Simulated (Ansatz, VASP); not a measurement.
Cs in VASP and in Ansatz

The input INCAR:

```
SYSTEM = Cs
PREC = Accurate
ENCUT = 520
EDIFF = 1E-7
ISMEAR = -1
SIGMA = 0.03
LREAL = .FALSE.
LASPH = .TRUE.
NELM = 60
ALGO = Normal
ISIF = 2
LWAVE = .FALSE.
LCHARG = .FALSE.
NBANDS = 16
```

Contents of KPOINTS:

```
Automatic mesh
0
G
  9 9 9
  0 0 0
```

POSCAR

```
Cs
1.0
   -2.5367058781      2.5367058781      9.5316617119
    2.5367058781     -2.5367058781      9.5316617119
    2.5367058781      2.5367058781     -9.5316617119
Cs
2
Direct
    0.2500000000      0.7500000000      0.5000000000
    0.5000000000      0.5000000000      0.0000000000
```

Input for Ansatz:

```yaml
crystal:
  lattice:
    - [-2.5367058781, 2.5367058781, 9.5316617119]
    - [2.5367058781, -2.5367058781, 9.5316617119]
    - [2.5367058781, 2.5367058781, -9.5316617119]
  atoms:
    - { symbol: Cs, position: [0.25, 0.75, 0.5] }
    - { symbol: Cs, position: [0.5, 0.5, 0.0] }
kpoints:
  mp_grid: { grid: [9, 9, 9] }
scf:
  occupations: { method: fermi_dirac, width: 0.03 }
hamiltonian:
  xc: lda
  pseudopotentials: { kind: all_electron, lapw: { basis_error: 0.00025 } }
output:
  forces: true
  stress: true
  eigenvalues: true
```

Change from the starting cell: volume scaled by 0.98.

Alike in both runs: task single point; functional LDA; k mesh 9 × 9 × 9; occupations fermi-dirac, width 0.03 eV; no spin polarisation.

```csv
,VASP,Ansatz
version,VASP 6.6.1,Ansatz 0.2.0
potentials or method,"VASP PAW LDA potentials, release 64 (Cs_sv), cutoff 520 eV","all-electron LAPW, scalar-relativistic"
```

```csv
,VASP,Ansatz,Ansatz less VASP
pressure (GPa),-0.3,-0.3,+0.01
"traceless stress, the component that is largest in VASP (GPa)",-0.09,-0.09,0.000
```

LDA's correlation is that of Perdew and Zunger in VASP and of Perdew and Wang (1992) in Ansatz. Ansatz ran all-electron here, and VASP with PAW potentials.

Spin-orbit coupling is off throughout.
